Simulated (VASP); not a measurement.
# BN (P6_3mc) in VASP: a series of runs

BN is run at these levels: PBE; tasks: single point.

Program: VASP 6.6.1. These are calculated values, not measurements. Logs are shortened: lines on timing, memory, paths and dates and some standing lists are left out, and cuts for length are marked.

## (1) The cell of the first run

Symmetry: P6_3mc, No. 186, hexagonal system. The conventional cell has a = 2.555 Å, b = 2.555 Å, c = 4.225 Å, α = 90.00°, β = 90.00°, γ = 120.00°. Within 2.1 Å of B (site symmetry 3m) lie 4 N at 1.57 to 1.58 Å. Within 2.1 Å of N (site symmetry 3m) lie 4 B at 1.57 to 1.58 Å.

## (2) Single point, PBE

INCAR reads:

```
PREC = Accurate ; ENCUT = 520
EDIFF = 1E-6 ; ISMEAR = 0
SIGMA = 0.05 ; LREAL = F
LASPH = T ; NELM = 60
ALGO = Normal ; ISIF = 2
LWAVE = F ; LCHARG = F
GGA = PE ; NBANDS = 16
```

KPOINTS reads:

```
regular mesh
0
Gamma
  12 12 6
```

POSCAR reads:

```
BN
1.0
    2.5545800962      0.0000000000      0.0000000000
   -1.2772900481      2.2123312593      0.0000000000
    0.0000000000      0.0000000000      4.2245145363
B N
2 2
Direct
    0.6666666667      0.3333333333      0.9998058548
    0.3333333333      0.6666666667      0.4998058548
    0.6666666667      0.3333333333      0.6251941452
    0.3333333333      0.6666666667      0.1251941452
```

Potentials or basis: VASP PAW PBE potentials, release 64 (B, N).

Run with:

```console
$ cat potpaw_PBE.64/B/POTCAR potpaw_PBE.64/N/POTCAR > POTCAR
$ mpirun -np 1 vasp_std > vasp.out
```

OUTCAR:

```text
PREC = Accurate
   ENCUT = 520
   EDIFF = 1E-6
   ISMEAR = 0
   LREAL = F
   LASPH = T
   NELM = 60
   ISIF = 2
   GGA = PE

 ion  position               nearest neighbor table
   1  0.667  0.333  1.000-   4 1.57   4 1.57   4 1.57   3 1.58
   2  0.333  0.667  0.500-   3 1.57   3 1.57   3 1.57   4 1.58
   3  0.667  0.333  0.625-   2 1.57   2 1.57   2 1.57   1 1.58
   4  0.333  0.667  0.125-   1 1.57   1 1.57   1 1.57   2 1.58

  LATTYP: Found a hexagonal cell.
 ALAT       =     2.5545800962
 C/A-ratio  =     1.6537021261

  Lattice vectors:

 A1 = (   2.5545800962,   0.0000000000,   0.0000000000)
 A2 = (  -1.2772900481,   2.2123312593,   0.0000000000)
 A3 = (   0.0000000000,   0.0000000000,   4.2245145363)

Analysis of symmetry for initial positions (statically):
=====================================================================
 Subroutine PRICEL returns:
 Original cell was already a primitive cell.

 Routine SETGRP: Setting up the symmetry group for a
 hexagonal supercell.

 Subroutine GETGRP returns: Found 12 space group operations
 (whereof  6 operations were pure point group operations)
 out of a pool of 24 trial point group operations.

The static configuration has the point symmetry C_3v.
 The point group associated with its full space group is C_6v.

Analysis of symmetry for dynamics (positions and initial velocities):
=====================================================================
 Subroutine PRICEL returns:
 Original cell was already a primitive cell.

 Routine SETGRP: Setting up the symmetry group for a
 hexagonal supercell.

 Subroutine GETGRP returns: Found 12 space group operations
 (whereof  6 operations were pure point group operations)
 out of a pool of 24 trial point group operations.

The dynamic configuration has the point symmetry C_3v.
 The point group associated with its full space group is C_6v.

 Subroutine INISYM returns: Found 12 space group operations
 (whereof  6 operations are pure point group operations),
 and found     1 'primitive' translations

----------------------------------------------------------------------------------------

                                     Primitive cell

  volume of cell :      23.8752

  direct lattice vectors                    reciprocal lattice vectors
     2.554580096  0.000000000  0.000000000     0.391453766  0.226005937  0.000000000
    -1.277290048  2.212331259  0.000000000     0.000000000  0.452011875  0.000000000
     0.000000000  0.000000000  4.224514536     0.000000000  0.000000000  0.236713590

  length of vectors
     2.554580096  2.554580096  4.224514536     0.452011875  0.452011875  0.236713590

  position of ions in fractional coordinates (direct lattice)
     0.666666667  0.333333333  0.999805855
     0.333333333  0.666666667  0.499805855
     0.666666667  0.333333333  0.625194145
     0.333333333  0.666666667  0.125194145

  ion indices of the primitive-cell ions
   primitive index   ion index
                 1           1
                 2           2
                 3           3
                 4           4

----------------------------------------------------------------------------------------

 KPOINTS: regular mesh

Automatic generation of k-mesh.
 Grid dimensions read from file:
 generate k-points for:   12   12    6

 Generating k-lattice:

  Cartesian coordinates                     Fractional coordinates (reciprocal lattice)
     0.032621147  0.018833828  0.000000000     0.083333333 -0.000000000  0.000000000
     0.000000000  0.037667656  0.000000000     0.000000000  0.083333333  0.000000000
     0.000000000  0.000000000  0.039452265     0.000000000  0.000000000  0.166666667

  Length of vectors
     0.037667656  0.037667656  0.039452265

  Shift w.r.t. Gamma in fractional coordinates (k-lattice)
     0.000000000  0.000000000  0.000000000

 Subroutine IBZKPT returns following result:
 ===========================================

 Found     76 irreducible k-points:

 Following reciprocal coordinates:
            Coordinates               Weight
  0.000000  0.000000  0.000000      1.000000
  0.083333  0.000000  0.000000      6.000000
  0.166667 -0.000000  0.000000      6.000000
  0.250000  0.000000  0.000000      6.000000
  0.333333  0.000000  0.000000      6.000000
  0.416667 -0.000000  0.000000      6.000000
[... 16 lines left out ...]
  0.250000  0.000000  0.166667     12.000000
  0.333333  0.000000  0.166667     12.000000
 [... further k-points ...]
   k-points           NKPTS =     76   k-points in BZ     NKDIM =     76   number of bands    NBANDS=     16
   number of dos      NEDOS =    301   number of ions     NIONS =      4
   total plane-waves  NPLWV =  12800
   dimension x,y,z NGX =    20 NGY =   20 NGZ =   32
   dimension x,y,z NGXF=    40 NGYF=   40 NGZF=   64
   ions per type =               2   2
   NGX,Y,Z   is equivalent  to a cutoff of  13.02, 13.02, 12.59 a.u.
   NGXF,Y,Z  is equivalent  to a cutoff of  26.03, 26.03, 25.19 a.u.
 SYSTEM =  unknown system
   PREC   = accura    normal or accurate (medium, high low for compatibility)
   ISTART =      0    job   : 0-new  1-cont  2-samecut
   ICHARG =      2    charge: 1-file 2-atom 10-const
   ISPIN  =      1    spin polarized calculation?
   LNONCOLLINEAR =      F non collinear calculations
   LSORBIT =      F    spin-orbit coupling
   LASPH  =      T    aspherical Exc in radial PAW
   ENCUT  =  520.0 eV  38.22 Ry    6.18 a.u.   4.75  4.75  7.85*2*pi/ulx,y,z
   NELM   =     60;   NELMIN=  2; NELMDL= -5     # of ELM steps
   EDIFF  = 0.1E-05   stopping-criterion for ELM
   LREAL  =      F    real-space projection
   EDIFFG = 0.1E-04   stopping-criterion for IOM
   NSW    =      0    number of steps for IOM
   IBRION =     -1    ionic relax: 0-MD 1-quasi-New 2-CG
   NFREE  =      0    steps in history (QN), initial steepest desc. (CG)
   ISIF   =      2    stress and relaxation
   ISYM   =      2    0-nonsym 1-usesym 2-fastsym
   POTIM  = 0.5000    time-step for ionic-motion
   TEBEG  =    0.0;   TEEND  =   0.0 temperature during run
   PSTRESS=    0.0 pullay stress
   NELECT =      16.0000    total number of electrons
   NUPDOWN=      -1.0000    fix difference up-down
   EMIN   =  10.00;   EMAX   =-10.00  energy-range for DOS
   EFERMI =   0.00;   METHOD = LEGACY
   ISMEAR =     0;   SIGMA  =   0.05  broadening in eV -4-tet -1-fermi 0-gaus
   EFERMI_NEDOS =   21; number of points for ismear=-14 and -15
   IALGO  =     38    algorithm
   IMIX   =      4    mixing-type and parameters
     AMIX     =   0.40;   BMIX     =  1.00
     AMIX_MAG =   1.60;   BMIX_MAG =  1.00
  volume/ion in A,a.u.               =       5.97        40.28
  Fermi-wavevector in a.u.,A,eV,Ry     =   1.432625  2.707270 27.924811  2.052416
  Thomas-Fermi vector in A             =   2.552232
   LORBIT       =      0    0 simple, 1 ext, 2 COOP (PROOUT), +10 PAW based schemes
   GGA     = PE    functional components
   LHFCALC =     F    Hartree Fock is set to
   AEXX    =    0.0000 exact exchange contribution
   IVDW    =     0    specifies the selected vdW correction
   LEPSILON=     F    determine dielectric tensor
   LRPA    =     F    only Hartree local field effects (RPA)
 non-spin polarized calculation
 Gauss-broadening in eV      SIGMA  =   0.05
  energy-cutoff  :      520.00
  volume of cell :       23.88
 maximum number of plane-waves:       660
 NGX is ok and might be reduce to    20
   NGX =  9   NGY =  9   NGZ = 15

 number of electron      16.0000000 magnetization

 Free energy of the ion-electron system (eV)
  ---------------------------------------------------
  ext. energy  EPLUGINS =         0.00000000
  ---------------------------------------------------
  free energy    TOTEN  =       -34.83273312 eV

  energy without entropy =      -34.83273312  energy(sigma->0) =      -34.83273312

 E-fermi :   7.6553     XC(G=0): -12.7612

 val. band max:        7.4286148647   @ k =   0.0000   0.0000   0.0000
 cond. band min:      12.6389218889   @ k =   0.3333   0.3333   0.0000
 fundamental gap:      5.2103070242
 Fermi energy:         7.6553435112

 k-point     1 :       0.0000    0.0000    0.0000
  band No.  band energies     occupation
      1     -12.8569      2.00000
      2      -8.7494      2.00000
      3      -3.3904      2.00000
      4       5.3256      2.00000
      5       5.3256      2.00000
      6       7.1663      2.00000
[... 8 lines left out ...]
     15      19.2527      0.00000
     16      23.5175      0.00000

 k-point     2 :       0.0833    0.0000    0.0000
  band No.  band energies     occupation
      1     -12.7070      2.00000
      2      -8.6348      2.00000
      3      -3.2416      2.00000
      4       4.6376      2.00000
      5       5.0461      2.00000
      6       6.8556      2.00000
[... 8 lines left out ...]
     15      19.6880      0.00000
     16      23.2947      0.00000

 k-point     3 :       0.1667   -0.0000    0.0000
  band No.  band energies     occupation
      1     -12.2621      2.00000
      2      -8.3068      2.00000
      3      -2.8012      2.00000
      4       2.9851      2.00000
      5       4.3899      2.00000
      6       5.4490      2.00000
[... 8 lines left out ...]
     15      20.8210      0.00000
     16      22.6541      0.00000

 k-point     4 :       0.2500    0.0000    0.0000
  band No.  band energies     occupation
      1     -11.5396      2.00000
      2      -7.8277      2.00000
      3      -2.0901      2.00000
      4       1.0301      2.00000
      5       3.6547      2.00000
      6       3.6927      2.00000
[... 8 lines left out ...]
     15      22.2862      0.00000
     16      22.7218      0.00000
[... 324 lines left out ...]
 k-point    22 :       0.1667   -0.0000    0.1667
  band No.  band energies     occupation
      1     -12.1003      2.00000
      2      -8.8261      2.00000
      3      -2.0198      2.00000
      4       3.1290      2.00000
      5       4.5201      2.00000
      6       5.0111      2.00000
[... 8 lines left out ...]
     15      20.5099      0.00000
     16      22.6192      0.00000

 k-point    23 :       0.2500    0.0000    0.1667
  band No.  band energies     occupation
      1     -11.3830      2.00000
      2      -8.2887      2.00000
      3      -1.4549      2.00000
      4       1.2484      2.00000
      5       3.2620      2.00000
      6       3.7923      2.00000
[... 8 lines left out ...]
     15      21.9548      0.00000
     16      22.7916      0.00000

 k-point    24 :       0.3333    0.0000    0.1667
  band No.  band energies     occupation
      1     -10.4351      2.00000
      2      -7.7133      2.00000
      3      -1.3128      2.00000
      4       0.1263      2.00000
      5       1.4973      2.00000
      6       3.1778      2.00000
[... 8 lines left out ...]
     15      23.3241      0.00000
     16      23.5745      0.00000

 [... further k-points ...]
[... 5 lines left out ...]
  --------------------------------------------------------------------------------------
  -------------------------------------------------------------------------------------
  Total        0.0344382      0.0344382      0.0315245      0.0000000      0.0000000     -0.0000000
  in kB        2.3110273      2.3110273      2.1154933      0.0000000      0.0000000     -0.0000000
  external PRESSURE =       2.2458493 kB  Pullay stress =       0.0000000 kB

 VOLUME and BASIS-vectors are now :
 -----------------------------------------------------------------------------
  energy-cutoff  :      520.00
  volume of cell :       23.88
      direct lattice vectors                 reciprocal lattice vectors
     2.554580096  0.000000000  0.000000000     0.391453766  0.226005937  0.000000000
    -1.277290048  2.212331259  0.000000000     0.000000000  0.452011875  0.000000000
     0.000000000  0.000000000  4.224514536     0.000000000  0.000000000  0.236713590

 POSITION                                       TOTAL-FORCE (eV/Angst)
 -----------------------------------------------------------------------------------
      1.27729      0.73744      4.22369        -0.000000      0.000000     -0.001133
     -0.00000      1.47489      2.11144         0.000000     -0.000000     -0.001133
      1.27729      0.73744      2.64114        -0.000000      0.000000      0.001133
     -0.00000      1.47489      0.52888         0.000000     -0.000000      0.001133
 -----------------------------------------------------------------------------------
    total drift:                                0.000000      0.000000      0.000383

  FREE ENERGIE OF THE ION-ELECTRON SYSTEM (eV)
  ---------------------------------------------------
  free  energy   TOTEN  =       -34.8327331226 eV

  energy  without entropy=      -34.8327331226  energy(sigma->0) =      -34.83273312
```

Run time: 14 s. Hardware: 1 thread of AMD EPYC 9R14 (Zen 4), shared host; peak memory 0.12 GiB.

What came out:

```yaml
Free_energy: -34.8327 eV
Pressure: 0.2 GPa
Band_gap_on_the_k_mesh: 5.21 eV, indirect (least direct gap 8.24 eV)
```

A k mesh can miss the band edges.

## (3) Single point, PBE (volume scaled by 0.88, then relaxed in part)

INCAR reads:

```
SYSTEM = BN
ALGO = Normal ; EDIFF = 1E-6
ENCUT = 520 ; GGA = PE
ISIF = 2 ; ISMEAR = 0
LASPH = .TRUE. ; LCHARG = .FALSE.
LREAL = .FALSE. ; LWAVE = .FALSE.
NBANDS = 16 ; NELM = 60
PREC = Accurate ; SIGMA = 0.02
```

KPOINTS reads:

```
k-points
0
G
  12 12 6
  0 0 0
```

POSCAR reads:

```
BN
1.0
    2.4470560669      0.0000000000      0.0000000000
   -1.2235280335      2.1192127184      0.0000000000
    0.0000000000      0.0000000000      4.0514519179
B N
2 2
Direct
    0.6666666667      0.3333333333      0.9993409888
    0.3333333333      0.6666666667      0.4993409888
    0.6666666667      0.3333333333      0.6256590112
    0.3333333333      0.6666666667      0.1256590112
```

Potentials or basis: VASP PAW PBE potentials, release 64 (B, N).

Run with:

```console
$ cat potpaw_PBE.64/B/POTCAR potpaw_PBE.64/N/POTCAR > POTCAR
$ mpirun -np 1 vasp_std > vasp.out
```

OUTCAR:

```text
SYSTEM = BN
   EDIFF = 1E-6
   ENCUT = 520
   GGA = PE
   ISIF = 2
   ISMEAR = 0
   LASPH = .TRUE.
   LREAL = .FALSE.
   NELM = 60
   PREC = Accurate

 ion  position               nearest neighbor table
   1  0.667  0.333  0.999-   4 1.50   4 1.50   4 1.50   3 1.51
   2  0.333  0.667  0.499-   3 1.50   3 1.50   3 1.50   4 1.51
   3  0.667  0.333  0.626-   2 1.50   2 1.50   2 1.50   1 1.51
   4  0.333  0.667  0.126-   1 1.50   1 1.50   1 1.50   2 1.51

  LATTYP: Found a hexagonal cell.
 ALAT       =     2.4470560669
 C/A-ratio  =     1.6556432739

  Lattice vectors:

 A1 = (   2.4470560669,   0.0000000000,   0.0000000000)
 A2 = (  -1.2235280335,   2.1192127184,   0.0000000000)
 A3 = (   0.0000000000,   0.0000000000,   4.0514519179)

Analysis of symmetry for initial positions (statically):
=====================================================================
 Subroutine PRICEL returns:
 Original cell was already a primitive cell.

 Routine SETGRP: Setting up the symmetry group for a
 hexagonal supercell.

[... 167 lines left out ...]
  ---------------------------------------------------
  free energy    TOTEN  =       -34.33476602 eV

  energy without entropy =      -34.33476602  energy(sigma->0) =      -34.33476602

 E-fermi :   9.2507     XC(G=0): -13.4018

 val. band max:        9.1252801378   @ k =   0.0000   0.0000   0.0000
 cond. band min:      14.0288716477   @ k =   0.3333   0.3333   0.0000
 fundamental gap:      4.9035915099
 Fermi energy:         9.2506811514

 k-point     1 :       0.0000    0.0000    0.0000
  band No.  band energies     occupation
      1     -12.7296      2.00000
      2      -8.0158      2.00000
      3      -3.0003      2.00000
      4       6.7301      2.00000
      5       6.7301      2.00000
      6       8.7455      2.00000
[... 433 lines left out ...]
      3      -0.6277      2.00000
      4       0.9739      2.00000
      5       2.6510      2.00000
      6       4.2773      2.00000
[... 8 lines left out ...]
     15      26.6696      0.00000
     16      27.2636      0.00000

 [... further k-points ...]
[... 5 lines left out ...]
  --------------------------------------------------------------------------------------
  -------------------------------------------------------------------------------------
  Total        7.9496854      7.9496854      7.9545115     -0.0000000      0.0000000      0.0000000
  in kB      606.2215379    606.2215379    606.5895692     -0.0000000      0.0000000      0.0000000
  external PRESSURE =     606.3442150 kB  Pullay stress =       0.0000000 kB

 VOLUME and BASIS-vectors are now :
 -----------------------------------------------------------------------------
  energy-cutoff  :      520.00
  volume of cell :       21.01
      direct lattice vectors                 reciprocal lattice vectors
     2.447056067  0.000000000  0.000000000     0.408654307  0.235936674  0.000000000
    -1.223528034  2.119212718  0.000000000     0.000000000  0.471873348  0.000000000
     0.000000000  0.000000000  4.051451918     0.000000000  0.000000000  0.246825094

 POSITION                                       TOTAL-FORCE (eV/Angst)
 -----------------------------------------------------------------------------------
      1.22353      0.70640      4.04878         0.000000      0.000000     -0.001712
     -0.00000      1.41281      2.02306         0.000000     -0.000000     -0.001712
      1.22353      0.70640      2.53483         0.000000     -0.000000      0.001712
     -0.00000      1.41281      0.50910        -0.000000      0.000000      0.001712
 -----------------------------------------------------------------------------------
    total drift:                               -0.000000     -0.000000      0.000399

  FREE ENERGIE OF THE ION-ELECTRON SYSTEM (eV)
  ---------------------------------------------------
  free  energy   TOTEN  =       -34.3347660233 eV

  energy  without entropy=      -34.3347660233  energy(sigma->0) =      -34.33476602
```

Run time: 9.3 s. Hardware: 1 thread of Intel Xeon 6975P-C (Granite Rapids), shared host; peak memory 0.13 GiB.

What came out:

```yaml
Free_energy: -34.3348 eV
Pressure: 60.6 GPa
Band_gap_on_the_k_mesh: 4.90 eV, indirect (least direct gap 8.81 eV)
```

Levels at points of the mesh, in eV from the valence-band top:
| k point | band 6 | band 7 | band 8 | band 9 | band 10 | band 11 |
| --- | --- | --- | --- | --- | --- | --- |
| (0.00, 0.00, 0.00) | -0.38 | 0.00 | 0.00 | 8.83 | 8.83 | 9.23 |
| (0.50, 0.00, 0.00) | -5.62 | -5.08 | -2.37 | 7.13 | 8.28 | 11.17 |
| (0.00, 0.00, 0.50) | -1.33 | -1.33 | -1.33 | 10.55 | 10.55 | 10.55 |
| (0.50, 0.00, 0.50) | -4.25 | -4.03 | -4.03 | 6.99 | 6.99 | 10.84 |

 A k mesh can miss the band edges.

## (4) Single point, PBE (volume scaled by 0.91, then relaxed in part)

INCAR reads:

```
SYSTEM = BN
PREC = Accurate
ENCUT = 520
EDIFF = 1E-6
ISMEAR = 0
SIGMA = 0.02
LREAL = .False.
LASPH = .True.
NELM = 60
ALGO = Normal
ISIF = 2
LWAVE = .False.
LCHARG = .False.
GGA = PE
NBANDS = 16
```

KPOINTS reads:

```
regular mesh
0
Gamma
  12 12 6
  0 0 0
```

POSCAR reads:

```
BN
1.0
    2.4748196967      0.0000000000      0.0000000000
   -1.2374098484      2.1432567271      0.0000000000
    0.0000000000      0.0000000000      4.0960959529
B N
2 2
Direct
    0.6666666667      0.3333333333      0.9994784089
    0.3333333333      0.6666666667      0.4994784089
    0.6666666667      0.3333333333      0.6255215911
    0.3333333333      0.6666666667      0.1255215911
```

Run with:

```console
$ cat potpaw_PBE.64/B/POTCAR potpaw_PBE.64/N/POTCAR > POTCAR
$ mpirun -np 1 vasp_std > vasp.out
```

Wall time 9 s (1 thread of Intel Xeon 6975P-C (Granite Rapids), shared host); peak memory 0.14 GiB.

The run converged. Its results:

| Property | Result |
| --- | --- |
| Free energy | -34.5647 eV |
| Pressure | 42.2 GPa |
| Largest force | 0.007 eV/Å |
| Band gap on the k mesh | 5.00 eV, indirect (least direct gap 8.67 eV) |

Forces on the atoms (eV/Å):
```
B    0.000  0.000 -0.007
B    0.000  0.000 -0.007
N    0.000  0.000  0.007
N    0.000  0.000  0.007
```

Stress tensor (GPa, compression positive):
```
42.20  0.00  0.00
 0.00 42.20  0.00
 0.00  0.00 42.11
```

Levels at points of the mesh, in eV from the valence-band top:
```
           k point  band 6  band 7  band 8  band 9  band 10  band 11
(0.00, 0.00, 0.00)   -0.34    0.00    0.00    8.71     8.71     9.06
(0.50, 0.00, 0.00)   -5.43   -4.88   -2.29    7.01     8.20    11.01
(0.00, 0.00, 0.50)   -1.29   -1.29   -1.29   10.28    10.28    10.38
(0.50, 0.00, 0.50)   -4.11   -3.89   -3.89    6.88     6.88    10.61
```

(Part 1 of 2 ends here.)
